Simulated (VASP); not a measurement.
# RbMg3 (P6_3/mmc) in VASP: single point with revPBE

Aim: the single point of RbMg3 with revPBE.

All numbers are computed with VASP 6.6.1; they aren't measurements. Logs are shortened: lines on timing, memory, paths and dates and some standing lists are left out, and cuts for length are marked.

## (1) The cell of the first run

It takes space group P6_3/mmc (No. 194, hexagonal). The conventional cell has a = 8.564 Å, b = 8.564 Å, c = 5.014 Å, α = 90.00°, β = 90.00°, γ = 120.00°. Rb (site symmetry -6m2) has 12 Mg at 4.03 to 4.34 Å and 2 Rb at 5.01 Å within 5.3 Å. Within 4.1 Å of Mg (site symmetry mm2) lie 6 Mg at 3.08 to 3.10 Å and 2 Rb at 4.03 Å.

## (2) Single point, revPBE

INCAR reads:

```
SYSTEM = RbMg3
PREC = Accurate
ENCUT = 520
EDIFF = 1E-7
ISMEAR = 1
SIGMA = 0.1
LREAL = .False.
LASPH = .True.
NELM = 60
ALGO = Normal
ISIF = 2
LWAVE = .False.
LCHARG = .False.
GGA = RE
NBANDS = 25
```

KPOINTS reads:

```
Automatic mesh
0
Gamma
  3 3 5
  0 0 0
```

POSCAR reads:

```
RbMg3
1.0
    8.5637872700      0.0000000000      0.0000000000
   -4.2818936400      7.4164573300      0.0000000000
    0.0000000000      0.0000000000      5.0136904900
Rb Mg
2 6
Direct
    0.3333333300      0.6666666700      0.7500000000
    0.6666666700      0.3333333300      0.2500000000
    0.2412293700      0.1206146900      0.7500000000
    0.8793853200      0.1206146900      0.7500000000
    0.8793853200      0.7587706300      0.7500000000
    0.1206146900      0.2412293700      0.2500000000
    0.1206146900      0.8793853200      0.2500000000
    0.7587706300      0.8793853200      0.2500000000
```

Potentials or basis: VASP PAW PBE potentials, release 64 (Rb_sv, Mg).

Started as:

```console
cat potpaw_PBE.64/Rb_sv/POTCAR potpaw_PBE.64/Mg/POTCAR > POTCAR
mpirun -np 1 vasp_std > vasp.out
```

OUTCAR:

```text
SYSTEM = RbMg3
   PREC = Accurate
   ENCUT = 520
   EDIFF = 1E-7
   ISMEAR = 1
   LREAL = .False.
   LASPH = .True.
   NELM = 60
   ISIF = 2
   GGA = RE

 ion  position               nearest neighbor table
   1  0.333  0.667  0.750-   7 4.03   7 4.03   8 4.03   8 4.03   6 4.03   6 4.03   5 4.34   4 4.34
                             3 4.34   3 4.34   4 4.34   5 4.34   2 5.54   2 5.54   2 5.54   2 5.54
   2  0.667  0.333  0.250-   4 4.03   4 4.03   3 4.03   3 4.03   5 4.03   5 4.03   8 4.34   7 4.34
                             6 4.34   6 4.34   7 4.34   8 4.34   1 5.54   1 5.54   1 5.54   1 5.54
   3  0.241  0.121  0.750-   6 3.08   6 3.08   7 3.08   7 3.08   4 3.10   5 3.10   2 4.03   2 4.03
                             1 4.34   1 4.34
   4  0.879  0.121  0.750-   6 3.08   6 3.08   8 3.08   8 3.08   3 3.10   5 3.10   2 4.03   2 4.03
                             1 4.34   1 4.34
   5  0.879  0.759  0.750-   7 3.08   7 3.08   8 3.08   8 3.08   3 3.10   4 3.10   2 4.03   2 4.03
                             1 4.34   1 4.34
   6  0.121  0.241  0.250-   3 3.08   3 3.08   4 3.08   4 3.08   7 3.10   8 3.10   1 4.03   1 4.03
                             2 4.34   2 4.34
   7  0.121  0.879  0.250-   5 3.08   5 3.08   3 3.08   3 3.08   6 3.10   8 3.10   1 4.03   1 4.03
                             2 4.34   2 4.34
   8  0.759  0.879  0.250-   4 3.08   4 3.08   5 3.08   5 3.08   6 3.10   7 3.10   1 4.03   1 4.03
                             2 4.34   2 4.34

  LATTYP: Found a hexagonal cell.
 ALAT       =     8.5637872700
 C/A-ratio  =     0.5854524794

  Lattice vectors:

 A1 = (   8.5637872700,   0.0000000000,   0.0000000000)
 A2 = (  -4.2818936400,   7.4164573300,   0.0000000000)
 A3 = (   0.0000000000,   0.0000000000,   5.0136904900)

Analysis of symmetry for initial positions (statically):
=====================================================================
 Subroutine PRICEL returns:
 Original cell was already a primitive cell.

 Routine SETGRP: Setting up the symmetry group for a
 hexagonal supercell.

 Subroutine GETGRP returns: Found 24 space group operations
 (whereof 12 operations were pure point group operations)
 out of a pool of 24 trial point group operations.

The static configuration has the point symmetry D_3d.
 The point group associated with its full space group is D_6h.

Analysis of symmetry for dynamics (positions and initial velocities):
=====================================================================
[... 112 lines left out ...]
   NFREE  =      0    steps in history (QN), initial steepest desc. (CG)
   ISIF   =      2    stress and relaxation
   ISYM   =      2    0-nonsym 1-usesym 2-fastsym
   POTIM  = 0.5000    time-step for ionic-motion
   TEBEG  =    0.0;   TEEND  =   0.0 temperature during run
   PSTRESS=    0.0 pullay stress
   NELECT =      30.0000    total number of electrons
   NUPDOWN=      -1.0000    fix difference up-down
   EMIN   =  10.00;   EMAX   =-10.00  energy-range for DOS
   EFERMI =   0.00;   METHOD = LEGACY
   ISMEAR =     1;   SIGMA  =   0.10  broadening in eV -4-tet -1-fermi 0-gaus
   EFERMI_NEDOS =   21; number of points for ismear=-14 and -15
   IALGO  =     38    algorithm
   IMIX   =      4    mixing-type and parameters
     AMIX     =   0.40;   BMIX     =  1.00
     AMIX_MAG =   1.60;   BMIX_MAG =  1.00
  volume/ion in A,a.u.               =      39.80       268.61
  Fermi-wavevector in a.u.,A,eV,Ry     =   0.744918  1.407691  7.549917  0.554903
  Thomas-Fermi vector in A             =   1.840383
   LORBIT       =      0    0 simple, 1 ext, 2 COOP (PROOUT), +10 PAW based schemes
   GGA     = RE    functional components
   LHFCALC =     F    Hartree Fock is set to
   AEXX    =    0.0000 exact exchange contribution
   IVDW    =     0    specifies the selected vdW correction
   LEPSILON=     F    determine dielectric tensor
   LRPA    =     F    only Hartree local field effects (RPA)
 non-spin polarized calculation
 Methfessel and Paxton  Order N= 1 SIGMA  =   0.10
  energy-cutoff  :      520.00
  volume of cell :      318.43
 maximum number of plane-waves:      8604
 NGX is ok and might be reduce to    64
   NGX = 31   NGY = 31   NGZ = 19

 number of electron      30.0000000 magnetization

 Free energy of the ion-electron system (eV)
  ---------------------------------------------------
  ext. energy  EPLUGINS =         0.00000000
  ---------------------------------------------------
  free energy    TOTEN  =        -7.79433557 eV

  energy without entropy =       -7.79439999  energy(sigma->0) =       -7.79435704

 E-fermi :   0.8355     XC(G=0):  -6.8600

 val. band max:        0.7821118136   @ k =   0.3333   0.3333   0.2000
 cond. band min:       0.8998744437   @ k =   0.3333   0.3333   0.4000
 fundamental gap:      0.1177626301
 Fermi energy:         0.8355271386

 k-point     1 :       0.0000    0.0000    0.0000
  band No.  band energies     occupation
      1     -27.0317      2.00000
      2     -27.0307      2.00000
      3     -11.1645      2.00000
      4     -11.1558      2.00000
      5     -11.1462      2.00000
      6     -11.1462      2.00000
[... 241 lines left out ...]
     24       3.8743      0.00000
     25       4.2940      0.00000

------------------------ aborting loop because EDIFF is reached ----------------------------------------

  FORCE on cell =-STRESS in cart. coord.  units (eV):
  Direction    XX          YY          ZZ          XY          YZ          ZX
  --------------------------------------------------------------------------------------
  -------------------------------------------------------------------------------------
  Total        2.0471668      2.0471668     -0.0810977     -0.0000000     -0.0000000      0.0000000
  in kB       10.3001585     10.3001586     -0.4080367     -0.0000000     -0.0000000      0.0000000
  external PRESSURE =       6.7307601 kB  Pullay stress =       0.0000000 kB

 VOLUME and BASIS-vectors are now :
 -----------------------------------------------------------------------------
  energy-cutoff  :      520.00
  volume of cell :      318.43
      direct lattice vectors                 reciprocal lattice vectors
     8.563787270  0.000000000  0.000000000     0.116770766  0.067417633  0.000000000
    -4.281893640  7.416457330  0.000000000     0.000000000  0.134835266  0.000000000
     0.000000000  0.000000000  5.013690490     0.000000000  0.000000000  0.199453876

 POSITION                                       TOTAL-FORCE (eV/Angst)
 -----------------------------------------------------------------------------------
     -0.00000      4.94430      3.76027         0.000000     -0.000000     -0.000000
      4.28189      2.47215      1.25342         0.000000      0.000000     -0.000000
      1.54938      0.89453      3.76027         0.129122      0.074548      0.000000
      7.01441      0.89453      3.76027        -0.129122      0.074548      0.000000
      4.28189      5.62739      3.76027         0.000000     -0.149097     -0.000000
      0.00000      1.78907      1.25342        -0.000000      0.149097     -0.000000
     -2.73252      6.52192      1.25342         0.129122     -0.074548     -0.000000
      2.73252      6.52192      1.25342        -0.129122     -0.074548     -0.000000
 -----------------------------------------------------------------------------------
    total drift:                               -0.000005      0.000004     -0.000000

  FREE ENERGIE OF THE ION-ELECTRON SYSTEM (eV)
  ---------------------------------------------------
  free  energy   TOTEN  =        -7.7943355657 eV

  energy  without entropy=       -7.7943999947  energy(sigma->0) =       -7.79435704
```

OSZICAR:

```text
N       E                     dE             d eps       ncg     rms          rms(c)
DAV:   1     0.136909196227E+03    0.13691E+03   -0.10105E+04   450   0.897E+02
DAV:   2     0.942341786401E+01   -0.12749E+03   -0.12280E+03   587   0.161E+02
DAV:   3    -0.591178380019E+01   -0.15335E+02   -0.15231E+02   584   0.507E+01
DAV:   4    -0.798884573906E+01   -0.20771E+01   -0.20753E+01   820   0.126E+01
DAV:   5    -0.800029279063E+01   -0.11447E-01   -0.11447E-01   572   0.133E+00    0.397E+00
DAV:   6    -0.782347356498E+01    0.17682E+00   -0.24243E-01   530   0.127E+00    0.246E+00
DAV:   7    -0.779572402412E+01    0.27750E-01   -0.23567E-01   568   0.128E+00    0.572E-01
DAV:   8    -0.779502083041E+01    0.70319E-03   -0.38057E-02   504   0.607E-01    0.898E-02
DAV:   9    -0.779425429681E+01    0.76653E-03   -0.38700E-03   545   0.182E-01    0.384E-02
DAV:  10    -0.779432905116E+01   -0.74754E-04   -0.42870E-04   627   0.822E-02    0.740E-03
DAV:  11    -0.779433380749E+01   -0.47563E-05   -0.13299E-05   635   0.132E-02    0.430E-03
DAV:  12    -0.779433515492E+01   -0.13474E-05   -0.30088E-06   531   0.751E-03    0.133E-03
DAV:  13    -0.779433550808E+01   -0.35316E-06   -0.26445E-07   531   0.203E-03    0.696E-04
DAV:  14    -0.779433556571E+01   -0.57633E-07   -0.13460E-07   452   0.166E-03
   1 F= -.77943356E+01 E0= -.77943570E+01  d E =0.644290E-04
```

stdout:

```text
POSCAR found type information on POSCAR RbMg
 POSCAR found :  2 types and       8 ions
 scaLAPACK will be used
 -----------------------------------------------------------------------------
|                                                                             |
|                                                                             |
|     You enforced a specific xc type in the INCAR file but a different       |
|     I HOPE YOU KNOW WHAT YOU ARE DOING!                                     |
|                                                                             |
 -----------------------------------------------------------------------------

 LDA part: xc-table for (Slater+PW92), standard interpolation
 POSCAR, INCAR and KPOINTS ok, starting setup
 FFT: planning ... GRIDC
 FFT: planning ... GRID_SOFT
 FFT: planning ... GRID
 WAVECAR not read
 entering main loop
```

Wall time 46 s (1 thread of Intel Xeon 6975P-C (Granite Rapids), shared host); peak memory 0.43 GiB.

What came out:

```
Free energy            : -7.7943 eV
Pressure               : 0.7 GPa
Largest force          : 0.149 eV/Å
Band gap on the k mesh : zero (band 15 reaches 0.90 eV, above the bottom of band 16 at 0.75 eV)
```

Forces in eV/Å, atoms in the order of the input:
```
Rb   0.000  0.000  0.000
Rb   0.000  0.000  0.000
Mg   0.129  0.075  0.000
Mg  -0.129  0.075  0.000
Mg   0.000 -0.149  0.000
Mg   0.000  0.149  0.000
Mg   0.129 -0.075  0.000
Mg  -0.129 -0.075  0.000
```

Caveat: the PAW data sets were made with another functional, which shifts forces and pressure a little.
